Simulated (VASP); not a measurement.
# Mg3H3O4 (a cell with a defect) in VASP: single point with PBEsol

Aim: the single point of Mg3H3O4 (a cell with a defect) with PBEsol.

All numbers are computed with VASP 6.6.1; they aren't measurements. Logs are shortened: lines on timing, memory, paths and dates and some standing lists are left out, and cuts for length are marked.

## Step 1: The cell of the first run

The cell holds a defect, 20 atoms: a = 5.309 Å, b = 5.309 Å, c = 7.284 Å, α = 90.00°, β = 90.00°, γ = 120.00°.

## Step 2: Single point, PBEsol

File INCAR:

```
PREC     = Accurate       # precision mode
ENCUT    = 520            # plane-wave cutoff, eV
EDIFF    = 1E-6           # SCF threshold, eV
ISMEAR   = 0              # smearing method
SIGMA    = 0.05           # smearing width, eV
LREAL    = Auto         
LASPH    = T              # aspherical terms in the spheres
NELM     = 60             # most SCF steps
ALGO     = Normal         # electronic algorithm
ISIF     = 2              # what is computed and relaxed
LWAVE    = F              # write WAVECAR
LCHARG   = T              # write CHGCAR
GGA      = PS             # functional
LELF     = T              # ELF
LVHAR    = T            
NBANDS   = 49             # bands
NELECT   = 64.0
```

File KPOINTS:

```
regular mesh
0
Gamma
  6 6 4
```

File POSCAR:

```
Mg3H3O4
1.0
    4.5975141488     -2.6543760314      0.0000000000
    0.0000000000      5.3087520628      0.0000000000
    0.0000000000      0.0000000000      7.2844478007
Mg H O
6 6 8
Direct
    0.2674253869      0.3333328655      0.8072953724
    0.0095947502      0.6851666893      0.8185751567
    0.6577608904      0.9814987930      0.8185751567
    0.0611404317      0.3333327071      0.1840610348
    0.6819311259      0.7089132420      0.1982155737
    0.3063514226      0.9577529358      0.1982152992
   -0.1634709488      0.3333370274      0.4133400475
    0.6553247913      0.6382709870      0.5676264163
    0.3503873937      1.0283949664      0.5676264163
    0.3773619708      0.3333328717      0.4490419987
    0.0096415146      0.6430394874      0.4780787913
    0.6999365083      1.0236305306      0.4780771440
    0.6415558288      0.6493129410      0.6994612549
    0.3255759420      1.0173530263      0.6994612549
    0.3749793789      0.3333330046      0.3148745194
   -0.0172023397      0.6177287022      0.3424554706
    0.6984017658      1.0489372722      0.3424535487
    0.9295453721      0.3333329443     -0.2925829189
    0.3418616994      0.6749643718      0.0159038822
    0.0002303419     -0.0082990476      0.0159040195
```

Potentials or basis: VASP PAW PBE potentials, release 64 (Mg, H, O).

The run is started by

```
$ cat potpaw_PBE.64/Mg/POTCAR potpaw_PBE.64/H/POTCAR potpaw_PBE.64/O/POTCAR > POTCAR
$ mpirun -np 1 vasp_std > vasp.out
```

OUTCAR:

```text
PREC = Accurate
   ENCUT = 520
   EDIFF = 1E-6
   ISMEAR = 0
   LREAL = Auto
   LASPH = T
   NELM = 60
   ISIF = 2
   GGA = PS
   NELECT = 64.0

 ion  position               nearest neighbor table
   1  0.267  0.333  0.807-  18 1.94  14 2.01  13 2.01  19 2.24  20 2.24   2 2.82   3 2.82   4 2.95
                             3 3.00   2 3.00   2 3.41   3 3.41   6 3.54   5 3.54
   2  0.010  0.685  0.819-  18 1.88  14 1.93  13 2.06  20 2.19  19 2.30   1 2.82   3 2.98   3 2.98
                             1 3.00   6 3.15   3 3.24   5 3.30   4 3.34   1 3.41
   3  0.658  0.981  0.819-  18 1.88  13 1.93  14 2.06  19 2.19  20 2.30   1 2.82   2 2.98   2 2.98
                             1 3.00   5 3.15   2 3.24   6 3.30   4 3.34   1 3.41
   4  0.061  0.333  0.184-  15 1.92   7 2.05  19 2.08  20 2.08  17 2.10  16 2.10   6 2.88   5 2.88
                             5 2.89   6 2.89   1 2.95   3 3.34   2 3.34   6 3.47   5 3.47
   5  0.682  0.709  0.198-  15 2.03  17 2.05  20 2.08  16 2.16  19 2.17   4 2.88   6 2.89   6 2.89
                             4 2.89   3 3.15   2 3.30   6 3.45   4 3.47   1 3.54
   6  0.306  0.958  0.198-  15 2.03  16 2.05  19 2.08  17 2.16  20 2.17   4 2.88   5 2.89   5 2.89
                             4 2.89   2 3.15   3 3.30   5 3.45   4 3.47   1 3.54
   7  0.837  0.333  0.413-  16 1.41  17 1.41   4 2.05
   8  0.655  0.638  0.568-  13 0.97
   9  0.350  0.028  0.568-  14 0.97
  10  0.377  0.333  0.449-  15 0.98
  11  0.010  0.643  0.478-  16 1.00
  12  0.700  0.024  0.478-  17 1.00
  13  0.642  0.649  0.699-   8 0.97   3 1.93   1 2.01   2 2.06
  14  0.326  0.017  0.699-   9 0.97   2 1.93   1 2.01   3 2.06
  15  0.375  0.333  0.315-  10 0.98   4 1.92   5 2.03   6 2.03
  16  0.983  0.618  0.342-  11 1.00   7 1.41   6 2.05   4 2.10   5 2.16
  17  0.698  0.049  0.342-  12 1.00   7 1.41   5 2.05   4 2.10   6 2.16
  18  0.930  0.333  0.707-   2 1.88   3 1.88   1 1.94
  19  0.342  0.675  0.016-   4 2.08   6 2.08   5 2.17   3 2.19   1 2.24   2 2.30
  20  0.000  0.992  0.016-   4 2.08   5 2.08   6 2.17   2 2.19   1 2.24   3 2.30

  LATTYP: Found a hexagonal cell.
 ALAT       =     5.3087520628
 C/A-ratio  =     1.3721582237

  Lattice vectors:

 A1 = (   4.5975141488,  -2.6543760314,   0.0000000000)
 A2 = (   0.0000000000,   5.3087520628,   0.0000000000)
 A3 = (   0.0000000000,   0.0000000000,   7.2844478007)

Analysis of symmetry for initial positions (statically):
=====================================================================
 Subroutine PRICEL returns:
 Original cell was already a primitive cell.

 Routine SETGRP: Setting up the symmetry group for a
 hexagonal supercell.

 Subroutine GETGRP returns: Found  2 space group operations
 (whereof  1 operations were pure point group operations)
 out of a pool of 24 trial point group operations.

The static configuration has the point symmetry C_1 .
 The point group associated with its full space group is C_1h.

Analysis of symmetry for dynamics (positions and initial velocities):
=====================================================================
 Subroutine PRICEL returns:
 Original cell was already a primitive cell.

 Routine SETGRP: Setting up the symmetry group for a
 hexagonal supercell.

 Subroutine GETGRP returns: Found  2 space group operations
 (whereof  1 operations were pure point group operations)
 out of a pool of 24 trial point group operations.

The dynamic configuration has the point symmetry C_1 .
 The point group associated with its full space group is C_1h.

 Subroutine INISYM returns: Found  2 space group operations
 (whereof  1 operations are pure point group operations),
 and found     1 'primitive' translations

----------------------------------------------------------------------------------------

                                     Primitive cell

  volume of cell :     177.7920

  direct lattice vectors                    reciprocal lattice vectors
     4.597514149 -2.654376031  0.000000000     0.217508847  0.000000000  0.000000000
     0.000000000  5.308752063  0.000000000     0.108754423  0.188368187  0.000000000
     0.000000000  0.000000000  7.284447801     0.000000000  0.000000000  0.137278765

  length of vectors
     5.308752063  5.308752063  7.284447801     0.217508847  0.217508847  0.137278765

  position of ions in fractional coordinates (direct lattice)
     0.267425387  0.333332865  0.807295372
     0.009594750  0.685166689  0.818575157
     0.657760890  0.981498793  0.818575157
     0.061140432  0.333332707  0.184061035
     0.681931126  0.708913242  0.198215574
     0.306351423  0.957752936  0.198215299
[... 12 lines left out ...]
     0.341861699  0.674964372  0.015903882
     0.000230342  0.991700952  0.015904019

  ion indices of the primitive-cell ions
   primitive index   ion index
                 1           1
                 2           2
                 3           3
                 4           4
                 5           5
                 6           6
[... 12 lines left out ...]
                19          19
                20          20

----------------------------------------------------------------------------------------

 KPOINTS: regular mesh

Automatic generation of k-mesh.
 Grid dimensions read from file:
 generate k-points for:    6    6    4

 Generating k-lattice:

  Cartesian coordinates                     Fractional coordinates (reciprocal lattice)
     0.036251474  0.000000000  0.000000000     0.166666667  0.000000000  0.000000000
     0.018125737  0.031394698  0.000000000    -0.000000000  0.166666667  0.000000000
     0.000000000  0.000000000  0.034319691     0.000000000  0.000000000  0.250000000

  Length of vectors
     0.036251474  0.036251474  0.034319691

  Shift w.r.t. Gamma in fractional coordinates (k-lattice)
     0.000000000  0.000000000  0.000000000

 Subroutine IBZKPT returns following result:
 ===========================================

 Found     47 irreducible k-points:

 Following reciprocal coordinates:
            Coordinates               Weight
  0.000000  0.000000  0.000000      1.000000
  0.166667  0.000000  0.000000      4.000000
 -0.000000  0.166667  0.000000      2.000000
  0.333333  0.000000  0.000000      4.000000
  0.000000  0.333333  0.000000      2.000000
  0.500000  0.000000  0.000000      2.000000
[... 16 lines left out ...]
  0.166667  0.166667  0.250000      4.000000
 -0.166667  0.333333  0.250000      4.000000
 [... further k-points ...]
   k-points           NKPTS =     47   k-points in BZ     NKDIM =     47   number of bands    NBANDS=     49
   number of dos      NEDOS =    301   number of ions     NIONS =     20
   total plane-waves  NPLWV =  86400
   dimension x,y,z NGX =    40 NGY =   40 NGZ =   54
   dimension x,y,z NGXF=    80 NGYF=   80 NGZF=  108
   ions per type =               6   6   8
   NGX,Y,Z   is equivalent  to a cutoff of  12.53, 12.53, 12.32 a.u.
   NGXF,Y,Z  is equivalent  to a cutoff of  25.05, 25.05, 24.65 a.u.
 SYSTEM =  unknown system
   PREC   = accura    normal or accurate (medium, high low for compatibility)
   ISTART =      0    job   : 0-new  1-cont  2-samecut
   ICHARG =      2    charge: 1-file 2-atom 10-const
   ISPIN  =      1    spin polarized calculation?
   LNONCOLLINEAR =      F non collinear calculations
   LSORBIT =      F    spin-orbit coupling
   LASPH  =      T    aspherical Exc in radial PAW
   ENCUT  =  520.0 eV  38.22 Ry    6.18 a.u.   9.87  9.87 13.54*2*pi/ulx,y,z
   NELM   =     60;   NELMIN=  2; NELMDL= -5     # of ELM steps
   EDIFF  = 0.1E-05   stopping-criterion for ELM
   LREAL  =      T    real-space projection
   EDIFFG = 0.1E-04   stopping-criterion for IOM
   NSW    =      0    number of steps for IOM
   IBRION =     -1    ionic relax: 0-MD 1-quasi-New 2-CG
   NFREE  =      0    steps in history (QN), initial steepest desc. (CG)
   ISIF   =      2    stress and relaxation
   ISYM   =      2    0-nonsym 1-usesym 2-fastsym
   POTIM  = 0.5000    time-step for ionic-motion
   TEBEG  =    0.0;   TEEND  =   0.0 temperature during run
   PSTRESS=    0.0 pullay stress
   NELECT =      64.0000    total number of electrons
   NUPDOWN=      -1.0000    fix difference up-down
   EMIN   =  10.00;   EMAX   =-10.00  energy-range for DOS
   EFERMI =   0.00;   METHOD = LEGACY
   ISMEAR =     0;   SIGMA  =   0.05  broadening in eV -4-tet -1-fermi 0-gaus
   EFERMI_NEDOS =   21; number of points for ismear=-14 and -15
   IALGO  =     38    algorithm
   IMIX   =      4    mixing-type and parameters
     AMIX     =   0.40;   BMIX     =  1.00
     AMIX_MAG =   1.60;   BMIX_MAG =  1.00
  volume/ion in A,a.u.               =       8.89        59.99
  Fermi-wavevector in a.u.,A,eV,Ry     =   1.164566  2.200711 18.452411  1.356214
  Thomas-Fermi vector in A             =   2.301102
   LORBIT       =      0    0 simple, 1 ext, 2 COOP (PROOUT), +10 PAW based schemes
   GGA     = PS    functional components
   LHFCALC =     F    Hartree Fock is set to
   AEXX    =    0.0000 exact exchange contribution
   IVDW    =     0    specifies the selected vdW correction
   LEPSILON=     F    determine dielectric tensor
   LRPA    =     F    only Hartree local field effects (RPA)
 non-spin polarized calculation
 Gauss-broadening in eV      SIGMA  =   0.05
  energy-cutoff  :      520.00
  volume of cell :      177.79
 maximum number of plane-waves:      4808
   NGX = 19   NGY = 19   NGZ = 27

 number of electron      64.0000003 magnetization

 Free energy of the ion-electron system (eV)
  ---------------------------------------------------
  ext. energy  EPLUGINS =         0.00000000
  ---------------------------------------------------
  free energy    TOTEN  =      -113.43319569 eV

  energy without entropy =     -113.43319569  energy(sigma->0) =     -113.43319569

 E-fermi :   2.1913     XC(G=0):  -9.8306

 val. band max:        1.9312555551   @ k =   0.0000   0.0000   0.0000
 cond. band min:       3.4332947114   @ k =   0.0000   0.0000   0.0000
 fundamental gap:      1.5020391563
 Fermi energy:         2.1912806069

 k-point     1 :       0.0000    0.0000    0.0000
  band No.  band energies     occupation
      1     -18.4486      2.00000
      2     -17.5865      2.00000
      3     -17.0460      2.00000
      4     -16.3750      2.00000
      5     -16.0224      2.00000
      6     -14.7274      2.00000
[... 1117 lines left out ...]
     43      10.9353      0.00000
     44      11.2761      0.00000

 [... further k-points ...]

 [bands above 44 left out]

------------------------ aborting loop because EDIFF is reached ----------------------------------------

  FORCE on cell =-STRESS in cart. coord.  units (eV):
  Direction    XX          YY          ZZ          XY          YZ          ZX
  --------------------------------------------------------------------------------------
  -------------------------------------------------------------------------------------
  Total       -6.3118555     -8.6801852    -18.0063615     -2.0510337      1.5235523     -2.6388680
  in kB      -56.8794615    -78.2217312   -162.2648287    -18.4829477     13.7295344    -23.7802327
  external PRESSURE =     -99.1220071 kB  Pullay stress =       0.0000000 kB

 VOLUME and BASIS-vectors are now :
 -----------------------------------------------------------------------------
  energy-cutoff  :      520.00
  volume of cell :      177.79
      direct lattice vectors                 reciprocal lattice vectors
     4.597514149 -2.654376031  0.000000000     0.217508847  0.000000000  0.000000000
     0.000000000  5.308752063  0.000000000     0.108754423  0.188368187  0.000000000
     0.000000000  0.000000000  7.284447801     0.000000000  0.000000000  0.137278765

 POSITION                                       TOTAL-FORCE (eV/Angst)
 -----------------------------------------------------------------------------------
      1.22949      1.05973      5.88070         0.105092     -0.060675     -0.209421
      0.04411      3.61191      5.96287        -0.169135      0.659984      0.219051
      3.02407      3.46459      5.96287        -0.656131     -0.183517      0.219051
      0.28109      1.60729      1.34078         0.183770     -0.106100     -0.687321
      3.13519      1.95334      1.44389        -0.115581      0.072980     -0.380851
      1.40845      4.27130      1.44389        -0.120993      0.063606     -0.380851
[... 12 lines left out ...]
      1.57171      2.67579      0.11585         0.089314      0.091850      0.658449
      0.00106      5.26408      0.11585        -0.034888     -0.123274      0.658449
 -----------------------------------------------------------------------------------
    total drift:                                0.009522      0.006470     -0.004962

  FREE ENERGIE OF THE ION-ELECTRON SYSTEM (eV)
  ---------------------------------------------------
  free  energy   TOTEN  =      -113.4331956876 eV

  energy  without entropy=     -113.4331956876  energy(sigma->0) =     -113.43319569
```

It took 19 min on 1 thread of Intel Xeon 8259CL, shared host; peak memory 0.43 GiB.

Results:

| Item | Value |
| --- | --- |
| Free energy | -113.4332 eV |
| Largest force | 1.545 eV/Å |

Forces in eV/Å, atoms in the order of the input:
```
Mg   0.105 -0.061 -0.209
Mg  -0.169  0.660  0.219
Mg  -0.656 -0.184  0.219
Mg   0.184 -0.106 -0.687
Mg  -0.116  0.073 -0.381
Mg  -0.121  0.064 -0.381
H   -0.225  0.130 -1.523
H    0.122 -0.140 -0.144
H    0.182 -0.035 -0.144
H   -0.133  0.077  0.120
H    0.448  0.213  0.257
H    0.039 -0.494  0.257
O   -0.101  0.147  0.281
O   -0.178  0.014  0.281
O    0.273 -0.158 -0.219
O   -0.680 -0.838  0.703
O    0.386  1.008  0.703
O    0.585 -0.338 -0.667
O    0.089  0.092  0.658
O   -0.035 -0.123  0.658
```

Caveat: the cell carries a net charge on a neutralising background, which shifts energy and pressure; the cell is charged against a uniform background, so pressure and absolute levels hang on convention; the PAW data sets were made with another functional, which shifts forces and pressure a little.
